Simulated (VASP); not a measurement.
Wanted: the native input for a VASP 6.6.1 run.

| Item | Value |
| --- | --- |
| Task | single point |
| Functional | BLYP |
| Potentials or basis | VASP PAW PBE potentials, release 64 (Mo_sv, S) |
| Cutoff | 520 eV |
| k mesh | 10 × 10 × 2 |
| Occupations | fermi-dirac, width 0.05 eV |
| Spin | no spin polarisation |
| Dipole correction | no |
| Further INCAR settings | ALGO = Normal; EDIFF = 1e-06; NBANDS = 35 |

The structure of MoS2 lies in POSCAR:

```
MoS2
1.0
    3.2629122225      0.0000000000      0.0000000000
   -1.6314561112      2.8257648750      0.0000000000
    0.0000000000      0.0000000000     23.4584775512
Mo S
2 4
Direct
    0.3333333333      0.6666666667      0.7767067614
    0.6666666667      0.3333333333      0.2232932386
    0.6666666667      0.3333333333      0.7099838401
    0.3333333333      0.6666666667      0.1565699064
    0.6666666667      0.3333333333      0.8434300936
    0.3333333333      0.6666666667      0.2900161599
```

One way to write it, as run:

INCAR

```
PREC = Accurate ; ENCUT = 520
EDIFF = 1E-6 ; ISMEAR = -1
SIGMA = 0.05 ; LREAL = False
LASPH = True ; NELM = 100
ALGO = Normal ; ISIF = 2
LWAVE = False ; LCHARG = True
GGA = B5 ; ALDAX = 1.0
AGGAX = 1.0 ; AGGAC = 1.0
ALDAC = 0.0 ; LELF = True
LVHAR = True ; NBANDS = 35
```

KPOINTS

```
Automatic mesh
0
Gamma
  10 10 2
```

Potentials or basis: VASP PAW PBE potentials, release 64 (Mo_sv, S).

Launch:

```sh
$ cat potpaw_PBE.64/Mo_sv/POTCAR potpaw_PBE.64/S/POTCAR > POTCAR
$ mpirun -np 1 vasp_std > vasp.out
```

Results of the run:

| Item | Value |
| --- | --- |
| Largest force | 0.010 eV/Å |
| Band gap on the k mesh | 1.41 eV, indirect (least direct gap 1.71 eV) |

Caveat: the PAW data sets were made with another functional, which shifts forces and pressure a little.

It took 5 min on 1 thread of Intel(R) Xeon(R) Platinum 8259CL CPU @ 2.50GHz (Skylake/Cascade Lake), on a shared host, peak memory 0.41 GiB.
